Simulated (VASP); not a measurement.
Set up this calculation in VASP 6.6.1, as the native input.

* Task: single point
* Functional: BLYP
* Potentials or basis: VASP PAW PBE potentials, release 64 (B)
* Cutoff: 520 eV
* k mesh: 17 × 17 × 14
* Occupations: fermi-dirac, width 0.1 eV
* Spin: no spin polarisation
* Dipole correction: no
* Further INCAR settings: ALGO = Normal; EDIFF = 1e-06; NBANDS = 12

The structure of B lies in POSCAR:

```
B
1.0
    2.8861125085      0.0000000000      0.0000000000
   -1.4430562542      2.4994467505      0.0000000000
    0.0000000000      0.0000000000      2.8992179082
B
3
Direct
    1.0000000000      1.0000000000      0.0000000000
    0.3333333333      0.6666666667      0.5000000000
    0.6666666667      0.3333333333      0.5000000000
```

One way to write it, as run:

INCAR

```
SYSTEM = B
AGGAC    = 1.0          
AGGAX    = 1.0          
ALDAC    = 0.0          
ALDAX    = 1.0          
ALGO     = Normal         ! electronic algorithm
EDIFF    = 1E-6           ! SCF threshold, eV
ENCUT    = 520            ! plane-wave cutoff, eV
GGA      = B5             ! functional
ISIF     = 2              ! what is computed and relaxed
ISMEAR   = -1             ! smearing method
LASPH    = .True.         ! aspherical terms in the spheres
LCHARG   = .False.        ! write CHGCAR
LREAL    = .False.        ! projectors in reciprocal space
LWAVE    = .False.        ! write WAVECAR
NBANDS   = 12             ! bands
NELM     = 80             ! most SCF steps
PREC     = Accurate       ! precision mode
SIGMA    = 0.1            ! smearing width, eV
```

KPOINTS

```
k-points
0
Gamma
  17 17 14
  0 0 0
```

Potentials or basis: VASP PAW PBE potentials, release 64 (B).

Launch:

```console
$ cat potpaw_PBE.64/B/POTCAR > POTCAR
$ mpirun -np 1 vasp_std > vasp.out
```

It gave:

The pressure is 0.0 GPa.

Caveat: the PAW data sets were made with another functional, which shifts forces and pressure a little.

Run time: 61 s on 1 thread of Intel Xeon 8259CL, on a shared host, peak memory 0.17 GiB.
